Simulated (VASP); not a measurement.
A run of VASP 6.6.1 is set up as follows.

Contents of INCAR:

```
SYSTEM = Si8NO14
  PREC = Accurate
  ENCUT = 520
  EDIFF = 1E-6
  ISMEAR = -1
  SIGMA = 0.02
  LREAL = .False.
  LASPH = .True.
  NELM = 200
  ALGO = Normal
  ISIF = 2
  LWAVE = .False.
  LCHARG = .True.
  ISPIN = 2
  MAGMOM = 0 0 0 0 0 0 0 0 0 0 0 0.07 0 0 0 0 0.09 0 0 0.1 0 0 0.28
  LORBIT = 11
  GGA = PS
  LELF = .True.
  LVHAR = .True.
  NBANDS = 82
  NELECT = 119.0
  GGA_COMPAT = .False.
```

File KPOINTS:

```
regular mesh
0
Gamma
  2 2 2
  0 0 0
```

File POSCAR:

```
Si8NO14
1.0
   -5.6578710000     -5.2657200000      0.0000000000
    4.5381290000     -5.2657200000      0.0000000000
    2.0996240000      2.2758520000      6.2331600000
Si O N
8 14 1
Direct
    0.7120172033      0.5761423872      0.2158210282
    0.9809856575      0.3483023483      0.6056876448
    0.9689726333      0.4174380363      0.0480507479
    0.2893611092      0.4545602041      0.4536302614
    0.2161735601      0.0925586327      0.2530482131
    0.4555859725      0.8372460820      0.6019115505
    0.4018882775      0.8200964596      0.0006013001
    0.7948809654      0.9482840548      0.4978965725
    0.7921237756      0.8002363796      0.3160252585
    0.9486547737      0.1102729252      0.5795854751
    0.7618181963      0.5052443861      0.0229583389
    0.1323896499      0.5512976139      0.2341218579
    0.0036832792      0.1943306983      0.1333580399
    0.7875322639      0.4341953086      0.4108976827
    0.1799490341      0.3998033319      0.5987487887
    0.9862798095      0.4284036853      0.8274475547
    0.3752788038      0.2580706426      0.3843069968
    0.4607060725      0.6064372060      0.5817318984
    0.4753562529      0.6169723901      0.1059804337
    0.2520109937      0.9267638996      0.4258231780
    0.6457767802      0.9265305113      0.5917062934
    0.4684655662      0.9023654128      0.8376138267
    0.2606728816     -0.0435261241      0.0682997067
```

Potentials or basis: VASP PAW PBE potentials, release 64 (Si, O, N).

Launch:

```console
$ cat potpaw_PBE.64/Si/POTCAR potpaw_PBE.64/O/POTCAR potpaw_PBE.64/N/POTCAR > POTCAR
$ mpirun -np 1 vasp_std > vasp.out
```

Task: Predict the net moment.

Result: 1.00 μB per cell.

Task: Predict the site moments.

Result: Si +0.00, -0.00, -0.01 (each value once); O -0.00, +0.00, +0.01, +0.02, +0.11, +0.03 (each value once); N +0.52 μB.

Forces in eV/Å, atoms in the order of the input:
```
Si   0.041  0.007  0.004
Si  -0.025  0.037  0.027
Si   0.031 -0.003 -0.095
Si  -0.016 -0.038  0.089
Si  -0.084  0.066 -0.078
Si  -0.002 -0.072  0.048
Si   0.105  0.009  0.000
Si  -0.005 -0.017  0.036
O   -0.068  0.032 -0.039
O    0.016 -0.086  0.038
O   -0.006 -0.003 -0.054
O    0.038 -0.047 -0.001
O    0.034  0.034 -0.014
O   -0.020  0.017  0.007
O   -0.019 -0.031 -0.006
O    0.005  0.003  0.016
O   -0.052 -0.037  0.010
O   -0.037  0.012  0.005
O   -0.023  0.062  0.032
O    0.028  0.025 -0.013
O    0.025  0.052  0.014
O   -0.012 -0.028 -0.031
N    0.046  0.006  0.007
```

Caveat: the k points lie up to 0.50 Å⁻¹ apart; the cell carries a net charge on a neutralising background, which shifts energy and pressure; the PAW data sets were made with another functional, which shifts forces and pressure a little.
